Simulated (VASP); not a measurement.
Wanted: the native input for a VASP 6.6.1 run.

- Task: single point
- Functional: BLYP
- Potentials or basis: VASP PAW PBE potentials, release 64 (Te, Mo_sv)
- Cutoff: 520 eV
- k mesh: 4 × 8 × 1
- Occupations: fermi-dirac, width 0.05 eV
- Spin: no spin polarisation
- Dipole correction: no
- Further INCAR settings: ALGO = Normal; EDIFF = 1e-06; NBANDS = 35

The structure of Te2Mo lies in POSCAR:

```
Te2Mo
1.0
    6.4037401044      0.0000000000      0.0000000000
    0.0000000000      3.5034527586      0.0000000000
   -0.0863090623      0.0000000000     36.4154728842
Te Mo
4 2
Direct
    0.4292511000      0.7500000000      0.5407035800
    0.5707489000      0.2500000000      0.4592964200
    0.9208478700      0.2500000000      0.5565273200
    0.0791521300      0.7500000000      0.4434726800
    0.1813475600      0.2500000000      0.4974653700
    0.8186524400      0.7500000000      0.5025346300
```

One way to write it, as run:

INCAR

```
SYSTEM = Te2Mo
PREC     = Accurate       ! precision mode
ENCUT    = 520            ! plane-wave cutoff, eV
EDIFF    = 1E-6           ! SCF threshold, eV
ISMEAR   = -1             ! smearing method
SIGMA    = 0.05           ! smearing width, eV
LREAL    = .False.        ! projectors in reciprocal space
LASPH    = .True.         ! aspherical terms in the spheres
NELM     = 60             ! most SCF steps
ALGO     = Normal         ! electronic algorithm
ISIF     = 2              ! what is computed and relaxed
LWAVE    = .False.        ! write WAVECAR
LCHARG   = .False.        ! write CHGCAR
GGA      = B5             ! functional
ALDAX    = 1.0          
AGGAX    = 1.0          
AGGAC    = 1.0          
ALDAC    = 0.0          
NBANDS   = 35             ! bands
```

KPOINTS

```
regular mesh
0
Gamma
  4 8 1
  0 0 0
```

Potentials or basis: VASP PAW PBE potentials, release 64 (Te, Mo_sv).

Command:

```bash
$ cat potpaw_PBE.64/Te/POTCAR potpaw_PBE.64/Mo_sv/POTCAR > POTCAR
$ mpirun -np 1 vasp_std > vasp.out
```

Results of the run:

| Quantity | Value |
| --- | --- |
| Largest force | 0.569 eV/Å |
| Band gap on the k mesh | zero (bands 26 and 27 overlap by 0.15 eV) |

Caveat: there is no dipole correction, which matters where the two faces differ; the PAW data sets were made with another functional, which shifts forces and pressure a little; spin-orbit coupling is left out, which moves the levels of the heavy elements.

It took 12 min on 1 thread of Intel(R) Xeon(R) 6975P-C (Granite Rapids) (shared host), peak memory 0.94 GiB.
